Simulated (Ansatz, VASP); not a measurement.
**PtS2: VASP beside Ansatz**

File INCAR:

```
SYSTEM = PtS2
ALGO     = Normal         ! electronic algorithm
EDIFF    = 1E-6           ! SCF threshold, eV
ENCUT    = 520            ! plane-wave cutoff, eV
GGA      = PS             ! functional
ISIF     = 2              ! what is computed and relaxed
ISMEAR   = -1             ! smearing method
LASPH    = .TRUE.         ! aspherical terms in the spheres
LCHARG   = .FALSE.        ! write CHGCAR
LREAL    = .FALSE.        ! projectors in reciprocal space
LWAVE    = .FALSE.        ! write WAVECAR
NBANDS   = 18             ! bands
NELM     = 60             ! most SCF steps
PREC     = Accurate       ! precision mode
SIGMA    = 0.05           ! smearing width, eV
```

The input KPOINTS:

```
k-points
0
G
  7 7 5
  0 0 0
```

The input POSCAR:

```
PtS2
1.0
    3.5432000000     -0.0177160000      0.0000000000
   -1.7869425061      3.0773592107      0.0000000000
    0.0000000000      0.0000000000      5.0388000000
Pt S
1 2
Direct
    0.0000000000      0.0000000000      0.0000000000
    0.6666666667      0.3333333333      0.7730000000
    0.3333333333      0.6666666667      0.2270000000
```

File input.yaml:

```yaml
crystal:
  lattice:
    - [3.5432, -0.017716, 0.0]
    - [-1.7869425061, 3.0773592107, 0.0]
    - [0.0, 0.0, 5.0388]
  atoms:
    - { symbol: Pt, position: [0.0, 0.0, 0.0] }
    - { symbol: S, position: [0.6666666667, 0.3333333333, 0.773] }
    - { symbol: S, position: [0.3333333333, 0.6666666667, 0.227] }
hamiltonian:
  xc: pbesol
  pseudopotentials: { kind: paw }
kpoints:
  mp_grid: { grid: [7, 7, 5] }
  band_path:
    path:
      - [[0.0, 0.0, 0.0], [-0.5, 0.5, 0.0], [-0.6666333317, 0.330429698, 0.0], [-0.5, 0.0, 0.0], [-0.5, 0.0, -0.5], [-0.3333666683, -0.330429698, -0.5], [0.0, -0.5, -0.5], [0.0, -0.5, 0.0], [-0.3333666683, -0.330429698, 0.0]]
      - [[-0.6666333317, 0.330429698, -0.5], [-0.5, 0.5, -0.5], [0.0, 0.0, -0.5]]
      - [[-0.5, 0.5, 0.0], [-0.5, 0.5, -0.5]]
    npoints: 14
scf:
  occupations: { method: fermi_dirac, width: 0.05 }
  n_extra_bands: 7
output:
  forces: true
  stress: true
  eigenvalues: true
  fatbands: false
```

Alike in both runs: functional PBEsol; k mesh 7 × 7 × 5; occupations fermi-dirac, width 0.05 eV; no spin polarisation.

```csv
,VASP,Ansatz
version,VASP 6.6.1,Ansatz 0.2.0
potentials or method,"VASP PAW PBE potentials, release 64 (Pt, S)",Ansatz PAW
plane-wave cutoff (eV),520,420
valence electrons in the cell,22,30
task,single point,band structure
```

|  | VASP | Ansatz | Ansatz less VASP |
| --- | --- | --- | --- |
| gap on the k mesh at the Fermi level (eV) | 0.76 | 0.75 | -0.013 |
| least direct gap on the mesh (eV) | 1.10 | 1.08 | -0.019 |
| pressure (GPa) | 6.1 | 6.4 | +0.30 |
| traceless stress, the component that is largest in VASP (GPa) | 1.01 | 1.01 | +0.002 |
| rms of the force components (eV/Å) | 0.442 | 0.452 | +0.0103 |

VASP's potentials were made for PBE, not for PBEsol. Atom by atom the forces differ by 0.010 eV/Å (rms over components). With one functional, cell and mesh, what is left measures potentials, basis and numerics. VASP's potentials hold 22 valence electrons a cell and Ansatz's 30, so a difference there can come from the potentials and not from the codes.

Neither program's run includes spin-orbit coupling.
